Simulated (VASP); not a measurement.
A run of VASP 6.6.1 is set up as follows.

INCAR

```
PREC = Accurate ; ENCUT = 420
EDIFF = 1E-6 ; ISMEAR = 0
SIGMA = 0.1 ; LREAL = False
LASPH = True ; NELM = 120
ALGO = Normal ; ISIF = 2
LWAVE = False ; LCHARG = False
GGA = PE ; NBANDS = 10
GGA_COMPAT = False
```

KPOINTS

```
Automatic mesh
0
Gamma
  12 12 10
```

The input POSCAR:

```
B
1.0
    3.3042000000      0.0000000000      0.0000000000
   -1.6521000000      2.8615211392      0.0000000000
    0.0000000000      0.0000000000      3.8465000000
B
2
Direct
    0.3333333333      0.6666666667      0.5000000000
    0.6666666667      0.3333333333      0.5000000000
```

Potentials or basis: VASP PAW PBE potentials, release 64 (B).

The run is started by

```console
$ cat potpaw_PBE.64/B/POTCAR > POTCAR
$ mpirun -np 1 vasp_std > vasp.out
```

Question: Estimate the band gap on the k mesh.

Answer: Zero (band 3 reaches 0.51 eV, above the bottom of band 4 at -1.31 eV).

Question: What does it give for the pressure?

Answer: -20.3 GPa.

Stress tensor (GPa, compression positive):
```
-28.97   0.00   0.00
  0.00 -28.97   0.00
  0.00   0.00  -3.05
```
